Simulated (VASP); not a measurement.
Set up this calculation in VASP 6.6.1, as the native input.

- Task: relaxation of cell and atoms
- Functional: PBE
- Potentials or basis: VASP PAW PBE potentials, release 64 (Sn_d, As, N, H)
- Cutoff: 600 eV
- k mesh: 6 × 6 × 4
- Occupations: fermi-dirac, width 0.1 eV
- Spin: no spin polarisation
- Dipole correction: no
- Further INCAR settings: ALGO = Normal; EDIFF = 1e-06; IBRION = 2; EDIFFG = -0.03; NSW = 80; ISIF = 3

The structure of SnAs2H4N2 lies in POSCAR:

```
SnAs2H4N2
1.0
    0.0000000000      3.4569430000      0.0000000000
    5.6892100000     -1.7284720000      0.0000000000
    1.4526540000      0.0000000000     -5.1635050000
Sn As N H
1 2 2 4
Direct
    0.0000000000      0.0000000000      0.0000000000
    0.8812000000      0.7624000000      0.7537000000
    0.1188000000      0.2376000000      0.2463000000
    0.6067000000      0.2134000000      0.7706000000
    0.3933000000      0.7866000000      0.2294000000
    0.6100000000      0.2200000000      0.5660000000
    0.3900000000      0.7800000000      0.4340000000
    0.7010000000      0.4020000000      0.7762000000
    0.2990000000      0.5980000000      0.2238000000
```

These files were run (other wordings do the same):

INCAR

```
SYSTEM = SnAs2H4N2
PREC = Accurate ; ENCUT = 600
EDIFF = 1E-6 ; ISMEAR = -1
SIGMA = 0.1 ; LREAL = .FALSE.
LASPH = .TRUE. ; NELM = 60
ALGO = Normal ; ISIF = 3
LWAVE = .FALSE. ; LCHARG = .FALSE.
GGA = PE ; IBRION = 2
NSW = 80 ; EDIFFG = -0.03
```

KPOINTS

```
regular mesh
0
G
  6 6 4
  0 0 0
```

Potentials or basis: VASP PAW PBE potentials, release 64 (Sn_d, As, N, H).

Run with:

```sh
$ cat potpaw_PBE.64/Sn_d/POTCAR potpaw_PBE.64/As/POTCAR potpaw_PBE.64/N/POTCAR potpaw_PBE.64/H/POTCAR > POTCAR
$ mpirun -np 1 vasp_std > vasp.out
```

It gave:

The relaxed volume is 13.29 Å³/atom, the relaxed cell is a = 3.202 Å, b = 6.985 Å, c = 6.356 Å, α = 60.70°, β = 90.00°, γ = 103.25° and the space group after relaxing (to 0.1 Å) is C2/m (No. 12). The energy gained by relaxing is 719.9 meV/atom. The ionic steps are 69 and the pressure after relaxing is 0.1 GPa. The largest force after relaxing is 0.026 eV/Å. The band gap on the k mesh is zero (bands 19 and 20 overlap by 2.90 eV).

Caveat: the volume moved by over 15 % at a fixed basis, so the end points are rough; spin-orbit coupling is left out, which moves the levels of the heavy elements.

Wall time 36 min on 1 thread of Intel(R) Xeon(R) 6975P-C (Granite Rapids), with other jobs on the host, peak memory 0.36 GiB.
